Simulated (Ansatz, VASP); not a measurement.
OsI: VASP beside Ansatz

```xyz
2
Lattice="1.6496 0.9524 4.2014 -1.6496 0.9524 4.2014 0.0000 -1.9047 4.2014" Properties=species:S:1:pos:R:3 pbc="T T T"
Os    0.0000    0.0000    0.0000
I     0.0000    0.0000    6.3020
```

Alike in both runs: functional PBE; k mesh 6 × 6 × 6; occupations gaussian, width 0.1 eV; collinear spin.

Ansatz relaxed the structure, and its values are those at the end. VASP's run is a single point on that final structure, the one shown.

|  | VASP | Ansatz |
| --- | --- | --- |
| version | VASP 6.6.1 | Ansatz 0.2.0 |
| potentials or method | VASP PAW PBE potentials, release 64 (Os, I), cutoff 520 eV | scalar-relativistic, plane waves, PAW |
| valence electrons in the cell | 15 | 33 |

|  | VASP | Ansatz | Ansatz less VASP |
| --- | --- | --- | --- |
| gap on the k mesh at the Fermi level (eV) | none | none | - |
| pressure (GPa) | 0.0 | 0.1 | +0.09 |
| net moment per atom (μB) | 0.00 | 0.00 | 0.000 |

A gap of «none» marks a metal or a gap that the smearing closes. VASP's potentials hold 15 valence electrons a cell and Ansatz's 33, so a difference there can come from the potentials and not from the codes. Ansatz's warnings: seeded moment not kept.

The k mesh is coarse, so the values compare programs but aren't converged. Neither program's run includes spin-orbit coupling.
